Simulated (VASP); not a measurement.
# CaSe (I4mm) in VASP: single point with PBEsol

Aim: the single point of CaSe with PBEsol.

Program: VASP 6.6.1. These are calculated values, not measurements. Logs are shortened: lines on timing, memory, paths and dates and some standing lists are left out, and cuts for length are marked.

### Step 1. The cell of the first run

The structure is tetragonal, space group I4mm (No. 107). The conventional cell has a = 4.180 Å, b = 4.180 Å, c = 5.912 Å, α = 90.00°, β = 90.00°, γ = 90.00°. Within 3.6 Å of Ca (site symmetry 4mm) lie 6 Se at 2.73 to 3.18 Å. Within 3.6 Å of Se (site symmetry 4mm) lie 6 Ca at 2.73 to 3.18 Å.

### Step 2. Single point, PBEsol (one atom moved)

Input file INCAR:

```
PREC     = Accurate       # precision mode
ENCUT    = 520            # plane-wave cutoff, eV
EDIFF    = 1E-7           # SCF threshold, eV
ISMEAR   = 0              # smearing method
SIGMA    = 0.02           # smearing width, eV
LREAL    = F              # projectors in reciprocal space
LASPH    = T              # aspherical terms in the spheres
NELM     = 80             # most SCF steps
ALGO     = Normal         # electronic algorithm
ISIF     = 2              # what is computed and relaxed
LWAVE    = F              # write WAVECAR
LCHARG   = F              # write CHGCAR
GGA      = PS             # functional
NBANDS   = 15             # bands
```

Input file KPOINTS:

```
regular mesh
0
Gamma
  8 8 8
```

Input file POSCAR:

```
CaSe
1.0
    0.0000000000      2.9560000000      2.9560000000
    2.9560000000      0.0000000000      2.9560000000
    2.9560000000      2.9560000000      0.0000000000
Ca Se
1 1
Direct
    0.0380581867      0.0380581867     -0.0380581867
    0.5000000000      0.5000000000      0.5000000000
```

Potentials or basis: VASP PAW PBE potentials, release 64 (Ca_sv, Se).

Command:

```sh
> cat potpaw_PBE.64/Ca_sv/POTCAR potpaw_PBE.64/Se/POTCAR > POTCAR
> mpirun -np 1 vasp_std > vasp.out
```

OUTCAR:

```text
PREC = Accurate
   ENCUT = 520
   EDIFF = 1E-7
   ISMEAR = 0
   LREAL = F
   LASPH = T
   NELM = 80
   ISIF = 2
   GGA = PS

 ion  position               nearest neighbor table
   1  0.038  0.038  0.962-   2 2.73   2 2.96   2 2.96   2 2.96   2 2.96
   2  0.500  0.500  0.500-   1 2.73   1 2.96   1 2.96   1 2.96   1 2.96

  LATTYP: Found a face centered cubic cell.
 ALAT       =     5.9120000000

  Lattice vectors:

 A1 = (   0.0000000000,   2.9560000000,   2.9560000000)
 A2 = (   2.9560000000,   0.0000000000,   2.9560000000)
 A3 = (   2.9560000000,   2.9560000000,   0.0000000000)

Analysis of symmetry for initial positions (statically):
=====================================================================
 Subroutine PRICEL returns:
 Original cell was already a primitive cell.

 Routine SETGRP: Setting up the symmetry group for a
 face centered cubic supercell.

 Subroutine GETGRP returns: Found  8 space group operations
 (whereof  8 operations were pure point group operations)
 out of a pool of 48 trial point group operations.

The static configuration has the point symmetry C_4v.

Analysis of symmetry for dynamics (positions and initial velocities):
=====================================================================
 Subroutine PRICEL returns:
 Original cell was already a primitive cell.

 Routine SETGRP: Setting up the symmetry group for a
 face centered cubic supercell.

 Subroutine GETGRP returns: Found  8 space group operations
 (whereof  8 operations were pure point group operations)
 out of a pool of 48 trial point group operations.

The dynamic configuration has the point symmetry C_4v.

 Subroutine INISYM returns: Found  8 space group operations
 (whereof  8 operations are pure point group operations),
 and found     1 'primitive' translations

----------------------------------------------------------------------------------------

                                     Primitive cell

  volume of cell :      51.6587

  direct lattice vectors                    reciprocal lattice vectors
     0.000000000  2.956000000  2.956000000    -0.169147497  0.169147497  0.169147497
     2.956000000  0.000000000  2.956000000     0.169147497 -0.169147497  0.169147497
     2.956000000  2.956000000  0.000000000     0.169147497  0.169147497 -0.169147497

  length of vectors
     4.180415290  4.180415290  4.180415290     0.292972058  0.292972058  0.292972058

  position of ions in fractional coordinates (direct lattice)
     0.038058187  0.038058187  0.961941813
     0.500000000  0.500000000  0.500000000

  ion indices of the primitive-cell ions
   primitive index   ion index
                 1           1
                 2           2

----------------------------------------------------------------------------------------

 KPOINTS: regular mesh

Automatic generation of k-mesh.
 Grid dimensions read from file:
 generate k-points for:    8    8    8

 Generating k-lattice:

  Cartesian coordinates                     Fractional coordinates (reciprocal lattice)
    -0.021143437  0.021143437  0.021143437     0.125000000  0.000000000  0.000000000
     0.021143437 -0.021143437  0.021143437     0.000000000  0.125000000  0.000000000
     0.021143437  0.021143437 -0.021143437     0.000000000  0.000000000  0.125000000

  Length of vectors
     0.036621507  0.036621507  0.036621507

  Shift w.r.t. Gamma in fractional coordinates (k-lattice)
     0.000000000  0.000000000  0.000000000

 Subroutine IBZKPT returns following result:
 ===========================================

 Found     59 irreducible k-points:

 Following reciprocal coordinates:
            Coordinates               Weight
  0.000000  0.000000  0.000000      1.000000
  0.125000  0.000000  0.000000      8.000000
  0.250000  0.000000  0.000000      8.000000
  0.375000  0.000000  0.000000      8.000000
  0.500000  0.000000  0.000000      4.000000
  0.125000  0.125000  0.000000      2.000000
[... 16 lines left out ...]
  0.000000  0.375000  0.250000     16.000000
  0.500000  0.250000  0.000000      8.000000
 [... further k-points ...]
   k-points           NKPTS =     59   k-points in BZ     NKDIM =     59   number of bands    NBANDS=     15
   number of dos      NEDOS =    301   number of ions     NIONS =      2
   total plane-waves  NPLWV =  32768
   dimension x,y,z NGX =    32 NGY =   32 NGZ =   32
   dimension x,y,z NGXF=    64 NGYF=   64 NGZF=   64
   ions per type =               1   1
   NGX,Y,Z   is equivalent  to a cutoff of  12.73, 12.73, 12.73 a.u.
   NGXF,Y,Z  is equivalent  to a cutoff of  25.45, 25.45, 25.45 a.u.
 SYSTEM =  unknown system
   PREC   = accura    normal or accurate (medium, high low for compatibility)
   ISTART =      0    job   : 0-new  1-cont  2-samecut
   ICHARG =      2    charge: 1-file 2-atom 10-const
   ISPIN  =      1    spin polarized calculation?
   LNONCOLLINEAR =      F non collinear calculations
   LSORBIT =      F    spin-orbit coupling
   LASPH  =      T    aspherical Exc in radial PAW
   ENCUT  =  520.0 eV  38.22 Ry    6.18 a.u.   7.77  7.77  7.77*2*pi/ulx,y,z
   NELM   =     80;   NELMIN=  2; NELMDL= -5     # of ELM steps
   EDIFF  = 0.1E-06   stopping-criterion for ELM
   LREAL  =      F    real-space projection
   EDIFFG = 0.1E-05   stopping-criterion for IOM
   NSW    =      0    number of steps for IOM
   IBRION =     -1    ionic relax: 0-MD 1-quasi-New 2-CG
   NFREE  =      0    steps in history (QN), initial steepest desc. (CG)
   ISIF   =      2    stress and relaxation
   ISYM   =      2    0-nonsym 1-usesym 2-fastsym
   POTIM  = 0.5000    time-step for ionic-motion
   TEBEG  =    0.0;   TEEND  =   0.0 temperature during run
   PSTRESS=    0.0 pullay stress
   NELECT =      16.0000    total number of electrons
   NUPDOWN=      -1.0000    fix difference up-down
   EMIN   =  10.00;   EMAX   =-10.00  energy-range for DOS
   EFERMI =   0.00;   METHOD = LEGACY
   ISMEAR =     0;   SIGMA  =   0.02  broadening in eV -4-tet -1-fermi 0-gaus
   EFERMI_NEDOS =   21; number of points for ismear=-14 and -15
   IALGO  =     38    algorithm
   IMIX   =      4    mixing-type and parameters
     AMIX     =   0.40;   BMIX     =  1.00
     AMIX_MAG =   1.60;   BMIX_MAG =  1.00
  volume/ion in A,a.u.               =      25.83       174.30
  Fermi-wavevector in a.u.,A,eV,Ry     =   1.107645  2.093145 16.692666  1.226876
  Thomas-Fermi vector in A             =   2.244161
   LORBIT       =      0    0 simple, 1 ext, 2 COOP (PROOUT), +10 PAW based schemes
   GGA     = PS    functional components
   LHFCALC =     F    Hartree Fock is set to
   AEXX    =    0.0000 exact exchange contribution
   IVDW    =     0    specifies the selected vdW correction
   LEPSILON=     F    determine dielectric tensor
   LRPA    =     F    only Hartree local field effects (RPA)
 non-spin polarized calculation
 Gauss-broadening in eV      SIGMA  =   0.02
  energy-cutoff  :      520.00
  volume of cell :       51.66
 maximum number of plane-waves:      1411
   NGX = 15   NGY = 15   NGZ = 15

 number of electron      16.0000001 magnetization

 Free energy of the ion-electron system (eV)
  ---------------------------------------------------
  ext. energy  EPLUGINS =         0.00000000
  ---------------------------------------------------
  free energy    TOTEN  =        -9.98942671 eV

  energy without entropy =       -9.98942671  energy(sigma->0) =       -9.98942671

 E-fermi :   2.4492     XC(G=0):  -9.3233

 val. band max:        2.2632373843   @ k =   0.0000   0.0000   0.0000
 cond. band min:       4.2863660175   @ k =   0.5000   0.5000   0.0000
 fundamental gap:      2.0231286332
 Fermi energy:         2.4491514200

 k-point     1 :       0.0000    0.0000    0.0000
  band No.  band energies     occupation
      1     -37.1495      2.00000
      2     -18.2422      2.00000
      3     -18.2270      2.00000
      4     -18.2270      2.00000
      5      -9.4837      2.00000
      6       2.2289      2.00000
      7       2.2632      2.00000
      8       2.2632      2.00000
      9       5.5238      0.00000
     10       6.0388      0.00000
     11       6.1370      0.00000
     12       6.1370      0.00000
     13       6.6360      0.00000
     14       6.8582      0.00000
     15      11.7486      0.00000

 k-point     2 :       0.1250    0.0000    0.0000
  band No.  band energies     occupation
      1     -37.1485      2.00000
      2     -18.2547      2.00000
      3     -18.2342      2.00000
      4     -18.2283      2.00000
      5      -9.3897      2.00000
      6       1.4737      2.00000
      7       2.0469      2.00000
      8       2.0681      2.00000
      9       5.8580      0.00000
     10       6.1903      0.00000
     11       6.2510      0.00000
     12       6.5757      0.00000
     13       7.1162      0.00000
     14       7.3589      0.00000
     15      12.0018      0.00000

 k-point     3 :       0.2500    0.0000    0.0000
  band No.  band energies     occupation
      1     -37.1459      2.00000
      2     -18.2963      2.00000
      3     -18.2393      2.00000
      4     -18.2314      2.00000
      5      -9.1515      2.00000
      6       0.2721      2.00000
      7       1.6183      2.00000
      8       1.6336      2.00000
      9       5.9365      0.00000
     10       6.7065      0.00000
     11       6.7134      0.00000
     12       7.8939      0.00000
     13       8.1313      0.00000
     14       8.3663      0.00000
     15      11.6842      0.00000
[... 343 lines left out ...]
 k-point    23 :       0.0000    0.3750    0.2500
  band No.  band energies     occupation
      1     -37.1427      2.00000
      2     -18.3043      2.00000
      3     -18.2637      2.00000
      4     -18.2500      2.00000
      5      -8.9737      2.00000
      6      -0.1534      2.00000
      7       1.2230      2.00000
      8       1.4944      2.00000
      9       5.1339      0.00000
     10       7.2277      0.00000
     11       7.4206      0.00000
     12       8.1395      0.00000
     13       8.2261      0.00000
     14       9.7616      0.00000
     15      10.8403      0.00000

 k-point    24 :       0.5000    0.2500    0.0000
  band No.  band energies     occupation
      1     -37.1410      2.00000
      2     -18.3310      2.00000
      3     -18.2681      2.00000
      4     -18.2492      2.00000
      5      -8.8375      2.00000
      6      -0.3283      2.00000
      7       0.7323      2.00000
      8       1.2648      2.00000
      9       5.6747      0.00000
     10       7.7417      0.00000
     11       8.0317      0.00000
     12       8.2492      0.00000
     13       8.2653      0.00000
     14       9.1946      0.00000
     15      10.8873      0.00000

 [... further k-points ...]

------------------------ aborting loop because EDIFF is reached ----------------------------------------

  FORCE on cell =-STRESS in cart. coord.  units (eV):
  Direction    XX          YY          ZZ          XY          YZ          ZX
  --------------------------------------------------------------------------------------
  -------------------------------------------------------------------------------------
  Total       -0.3597131     -0.3597131      0.7364573      0.0000000     -0.0000000      0.0000000
  in kB      -11.1563861    -11.1563861     22.8409884      0.0000000     -0.0000000      0.0000000
  external PRESSURE =       0.1760721 kB  Pullay stress =       0.0000000 kB

 VOLUME and BASIS-vectors are now :
 -----------------------------------------------------------------------------
  energy-cutoff  :      520.00
  volume of cell :       51.66
      direct lattice vectors                 reciprocal lattice vectors
     0.000000000  2.956000000  2.956000000    -0.169147497  0.169147497  0.169147497
     2.956000000  0.000000000  2.956000000     0.169147497 -0.169147497  0.169147497
     2.956000000  2.956000000  0.000000000     0.169147497  0.169147497 -0.169147497

 POSITION                                       TOTAL-FORCE (eV/Angst)
 -----------------------------------------------------------------------------------
      2.95600      2.95600      0.22500         0.000000      0.000000     -0.791937
      2.95600      2.95600      2.95600         0.000000      0.000000      0.791937
 -----------------------------------------------------------------------------------
    total drift:                                0.000000      0.000000      0.000187

  FREE ENERGIE OF THE ION-ELECTRON SYSTEM (eV)
  ---------------------------------------------------
  free  energy   TOTEN  =        -9.9894267071 eV

  energy  without entropy=       -9.9894267071  energy(sigma->0) =       -9.98942671
```

It took 33 s on 1 thread of AMD EPYC 7R13 (Zen 3), shared host; peak memory 0.17 GiB.

What came out:

- Free energy: -9.9894 eV
- Pressure: 0.0 GPa
- Largest force: 0.792 eV/Å
- Band gap on the k mesh: 2.02 eV (least direct gap 2.89 eV)

Forces on the atoms (eV/Å):
```
Ca   0.000  0.000 -0.792
Se   0.000  0.000  0.792
```

Levels at points of the mesh, in eV from the valence-band top:
```tsv
k point	band 4	band 5	band 6	band 7	band 8	band 9	band 10	band 11	band 12	band 13
(0.00, 0.00, 0.00)	-20.49	-11.75	-0.03	0.00	0.00	3.26	3.78	3.87	3.87	4.37
(0.50, 0.00, 0.00)	-20.50	-11.04	-3.25	-1.12	-1.11	4.37	5.47	5.58	5.62	7.29
(0.50, 0.50, 0.00)	-20.53	-11.16	-2.44	-0.86	-0.86	2.02	5.01	5.18	5.93	6.12
(0.00, 0.50, 0.50)	-20.52	-11.16	-2.48	-0.98	-0.87	2.18	4.98	5.20	6.13	6.15
```

Caveat: the cell differs from its parent crystal (one atom moved); the PAW data sets were made with another functional, which shifts forces and pressure a little.
